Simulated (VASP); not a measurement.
A run of VASP 6.6.1:

INCAR

```
  ALGO = Normal
  EDIFF = 1E-7
  ENCUT = 520
  GGA = PE
  ISIF = 2
  ISMEAR = 0
  LASPH = T
  LCHARG = F
  LREAL = F
  LWAVE = F
  NBANDS = 16
  NELM = 100
  PREC = Accurate
  SIGMA = 0.05
```

KPOINTS

```
k-points
0
Gamma
  12 12 6
```

File POSCAR:

```
BN
1.0
    2.5162613945      0.0000000000      0.0000000000
   -1.2581306973      2.1791462902      0.0000000000
    0.0000000000      0.0000000000      4.2878822532
B N
2 2
Direct
    0.6666666667      0.3333333333      0.9998058547
    0.3333333333      0.6666666667      0.4998058547
    0.6666666667      0.3333333333      0.6251941453
    0.3333333333      0.6666666667      0.1251941453
```

Potentials or basis: VASP PAW PBE potentials, release 64 (B, N).

Run with:

```bash
$ cat potpaw_PBE.64/B/POTCAR potpaw_PBE.64/N/POTCAR > POTCAR
$ mpirun -np 1 vasp_std > vasp.out
```

Hardware: 1 thread of Intel(R) Xeon(R) Platinum 8259CL CPU @ 2.50GHz (Skylake/Cascade Lake), on a shared host.

Problem. How long does it take, and how much memory?

Solution. Run time: 24 s on 1 thread of Intel(R) Xeon(R) Platinum 8259CL CPU @ 2.50GHz (Skylake/Cascade Lake), on a shared host, peak memory 0.14 GiB. Counts: scf iterations 14, k points 76.
